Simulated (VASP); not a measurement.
Here is a VASP 6.6.1 calculation.

The input INCAR:

```
SYSTEM = Ta6F
ALGO = Normal
DIPOL = 0.5 0.5 0.319
EDIFF = 1E-7
ENCUT = 520
GGA = CA
IDIPOL = 3
ISIF = 2
ISMEAR = 0
ISPIN = 2
LASPH = .True.
LCHARG = .False.
LDIPOL = .True.
LMAXMIX = 4
LORBIT = 11
LREAL = .False.
LWAVE = .False.
MAGMOM = 0 0 0 0 0 0 1
NBANDS = 50
NELM = 150
PREC = Accurate
SIGMA = 0.1
```

KPOINTS

```
k-points
0
Gamma
  6 6 1
  0 0 0
```

File POSCAR:

```
Ta6F
1.0
    4.6002247516      0.0000000000      0.0000000000
   -2.3001123758      3.9839114980      0.0000000000
    0.0000000000      0.0000000000     21.4017722141
Ta F
6 1
Direct
    0.6666666667      0.3333333333      0.1869004099
    0.3333333333      0.6666666667      0.2307760729
    0.0000000000      0.0000000000      0.2746517360
    0.6666666667      0.3333333333      0.3157775353
    0.3333333333      0.6666666667      0.3543568624
    0.0000000000      0.0000000000      0.3925736677
    0.4444444444     -0.4444444444      0.4799496094
```

Potentials or basis: VASP PAW LDA potentials, release 64 (Ta_pv, F).

Command:

```console
$ cat potpaw_LDA.64/Ta_pv/POTCAR potpaw_LDA.64/F/POTCAR > POTCAR
$ mpirun -np 1 vasp_std > vasp.out
```

(1) Estimate the net moment.

(2) Predict the largest force.

Results:

(1) 0.00 μB per cell.

(2) 2.735 eV/Å.
